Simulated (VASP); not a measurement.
**Hg: single point with RPBE**

Crystal: Hg.

```
CELL_PARAMETERS angstrom
5.15219 0.00000 0.00000
-2.57609 4.46193 0.00000
0.00000 0.00000 8.32607
ATOMIC_POSITIONS crystal
Hg 0.33333 0.66667 0.25000
Hg 0.66667 0.33333 0.75000
```

```
Program                : VASP 6.6.1
Task                   : single point
Functional             : RPBE
Potentials or basis    : VASP PAW PBE potentials, release 64 (Hg)
Cutoff                 : 520 eV
k mesh                 : 11 × 11 × 6
Occupations            : fermi-dirac, width 0.1 eV
Spin                   : no spin polarisation
Dipole correction      : no
Further INCAR settings : ALGO = Normal; EDIFF = 1e-06; NBANDS = 19
```

```yaml
Pressure: 0.0 GPa
Band_gap_on_the_k_mesh: 4.13 eV, indirect (least direct gap 4.35 eV)
```

Levels at points of the mesh, in eV from the valence-band top:
| k point | band 8 | band 9 | band 10 | band 11 | band 12 | band 13 | band 14 | band 15 | band 16 | band 17 |
| --- | --- | --- | --- | --- | --- | --- | --- | --- | --- | --- |
| (0.00, 0.00, 0.00) | -3.36 | -3.34 | -3.34 | -0.95 | -0.22 | 4.13 | 7.36 | 7.36 | 7.85 | 7.85 |
| (0.00, 0.00, 0.50) | -3.35 | -3.35 | -3.35 | -0.64 | -0.64 | 5.48 | 5.48 | 7.60 | 7.60 | 7.60 |

Wall time 86 s on 1 thread of Intel(R) Xeon(R) Platinum 8488C (Sapphire Rapids), on a shared host, peak memory 0.41 GiB.

Caveat: the PAW data sets were made with another functional, which shifts forces and pressure a little; spin-orbit coupling is left out, which moves the levels of the heavy elements. A k mesh can miss the band edges.
